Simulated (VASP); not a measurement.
Input of a VASP 6.6.1 run:

Contents of POSCAR:

```
CdS
1.0
    0.0000000000      2.9125000000      2.9125000000
    2.9125000000      0.0000000000      2.9125000000
    2.9125000000      2.9125000000      0.0000000000
Cd S
1 1
Direct
    0.0000000000      0.0000000000      0.0000000000
    0.2500000000      0.2500000000      0.2500000000
```

File INCAR.step1:

```
SYSTEM = CdS
PREC = Accurate
ENCUT = 500
EDIFF = 1E-8
ISMEAR = 0
SIGMA = 0.01
LREAL = .FALSE.
LASPH = .TRUE.
NELM = 60
ALGO = Normal
LWAVE = .TRUE.
LCHARG = .FALSE.
GGA = PS
```

INCAR.step2

```
SYSTEM = CdS
PREC = Accurate
ENCUT = 500
EDIFF = 1E-8
ISMEAR = 0
SIGMA = 0.01
LREAL = .FALSE.
LASPH = .TRUE.
NELM = 1
ALGO = Exact
LWAVE = .TRUE.
LCHARG = .FALSE.
GGA = PS
NBANDS = 279
LOPTICS = .TRUE.
ISTART = 1
```

INCAR.step3

```
SYSTEM = CdS
PREC = Accurate
ENCUT = 500
EDIFF = 1E-8
ISMEAR = 0
SIGMA = 0.01
LREAL = .FALSE.
LASPH = .TRUE.
ALGO = EVGW0
LWAVE = .FALSE.
LCHARG = .FALSE.
GGA = PS
NELMGW = 1
NBANDS = 279
ENCUTGW = 180.0
NOMEGA = 96
PRECFOCK = Fast
ISTART = 1
NBANDSGW = 17
OMEGAMAX = 20
```

KPOINTS

```
Automatic mesh
0
G
  4 4 4
  0 0 0
```

Potentials or basis: VASP PAW PBE potentials, release 64 (Cd_GW, S_GW).

The run is started by

```bash
$ cat potpaw_PBE.64/Cd_GW/POTCAR potpaw_PBE.64/S_GW/POTCAR > POTCAR
$ cp INCAR.step1 INCAR
$ mpirun -np 1 vasp_std > vasp.out
$ cp INCAR.step2 INCAR
$ mpirun -np 1 vasp_std > vasp.out
$ cp INCAR.step3 INCAR
$ mpirun -np 1 vasp_std > vasp.out
```

Question: Estimate the quasiparticle gap.

Answer: 1.91 eV.

Question: Estimate the least direct quasiparticle gap.

Answer: 1.91 eV.

Question: What does it give for the least direct gap of the starting levels on the mesh?

Answer: 1.00 eV.

Question: Predict the band gap of the starting levels on the mesh.

Answer: 1.00 eV.

Caveat: the k points lie up to 0.47 Å⁻¹ apart; bands, screening cutoff and mesh are small and nothing is extrapolated, so the quasiparticle values aren't converged.
